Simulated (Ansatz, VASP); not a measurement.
# One calculation of HgTe, two programs

INCAR

```
PREC = Accurate
ENCUT = 600
EDIFF = 1E-7
ISMEAR = -1
SIGMA = 0.05
LREAL = F
LASPH = T
NELM = 60
ALGO = Normal
ISIF = 3
LWAVE = F
LCHARG = F
IBRION = 2
NSW = 60
EDIFFG = -0.01
```

Contents of KPOINTS:

```
regular mesh
0
Gamma
  6 6 6
```

File POSCAR:

```
HgTe
1.0
   -3.0456030000      3.0456030000      1.5594100000
    3.0456030000     -3.0456030000      1.5594100000
    3.0456030000      3.0456030000     -1.5594100000
Hg Te
1 1
Direct
    0.2500000000      0.7500000000      0.5000000000
    0.0000000000      0.0000000000      0.0000000000
```

Input for Ansatz:

```yaml
crystal:
  lattice:
    - [-3.045603, 3.045603, 1.55941]
    - [3.045603, -3.045603, 1.55941]
    - [3.045603, 3.045603, -1.55941]
  atoms:
    - { symbol: Hg, position: [0.25, 0.75, 0.5] }
    - { symbol: Te, position: [0.0, 0.0, 0.0] }
kpoints:
  mp_grid:
    grid: [6, 6, 6]
hamiltonian:
  xc: lda
  dispersion: none
scf:
  occupations:
    method: fermi_dirac
    width: 0.05
relax:
  max_steps: 40
  cell: {}
```

Alike in both runs: task relaxation of cell and atoms; functional LDA; k mesh 6 × 6 × 6; occupations fermi-dirac, width 0.05 eV; no spin polarisation.

|  | VASP | Ansatz |
| --- | --- | --- |
| version | VASP 6.6.1 | Ansatz 0.2.0 |
| potentials or method | VASP PAW LDA potentials, release 64 (Hg, Te) | plane waves, PAW |
| plane-wave cutoff (eV) | 600 | 420 |
| valence electrons in the cell | 18 | 36 |

|  | VASP | Ansatz | Ansatz less VASP |
| --- | --- | --- | --- |
| relaxed volume (Å³/atom) | 26.43 | 26.24 | -0.183 |
| relaxed cell length with the largest relative difference (Å) | 4.309 | 4.298 | -0.0104 |

LDA's correlation is that of Perdew and Zunger in VASP and of Perdew and Wang (1992) in Ansatz. VASP's potentials hold 18 valence electrons a cell and Ansatz's 36, so a difference there can come from the potentials and not from the codes.

The k mesh is coarse, so the values compare programs but aren't converged. Neither program's run includes spin-orbit coupling.
